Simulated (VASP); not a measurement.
Input of a VASP 6.6.1 run:

File INCAR:

```
SYSTEM = Cd3InO
  ALGO = Normal
  EDIFF = 1E-6
  EDIFFG = -0.04
  ENCUT = 600
  GGA = PE
  IBRION = 2
  ISIF = 3
  ISMEAR = 0
  LASPH = .TRUE.
  LCHARG = .FALSE.
  LREAL = .FALSE.
  LWAVE = .FALSE.
  NELM = 60
  NSW = 90
  PREC = Accurate
  SIGMA = 0.1
```

KPOINTS

```
k-points
0
G
  4 4 4
  0 0 0
```

The input POSCAR:

```
Cd3InO
1.0
    3.9287339700      0.0000000000      0.0000000000
    0.0000000000      3.9287339700      0.0000000000
    0.0000000000      0.0000000000      6.6852133600
Cd In O
3 1 1
Direct
    0.0000000000      0.0000000000      0.7124063800
    0.5000000000      0.0000000000      0.4414189600
    0.0000000000      0.5000000000      0.4414189600
    0.0000000000      0.0000000000      0.0193621900
    0.0000000000      0.0000000000      0.4644610600
```

Potentials or basis: VASP PAW PBE potentials, release 64 (Cd, In_d, O).

The run is started by

```console
$ cat potpaw_PBE.64/Cd/POTCAR potpaw_PBE.64/In_d/POTCAR potpaw_PBE.64/O/POTCAR > POTCAR
$ mpirun -np 1 vasp_std > vasp.out
```

Task: Predict the band gap on the k mesh.

Result: Zero (an odd number of electrons rules out a gap without spin polarisation).

Task: What does it give for the space group after relaxing (to 0.1 Å)?

Result: P4mm (No. 99).

Forces on the atoms (eV/Å):
```
Cd   0.000  0.000 -0.003
Cd   0.000  0.000 -0.022
Cd   0.000  0.000 -0.022
In   0.000  0.000  0.009
O    0.000  0.000  0.038
```

Caveat: the k points lie up to 0.39 Å⁻¹ apart in the final cell, too coarse for converged energies and pressures of a metal; spin-orbit coupling is left out, which moves the levels of the heavy elements; an odd number of electrons without spin polarisation forces a metal; a magnetic or distorted state may lie lower.
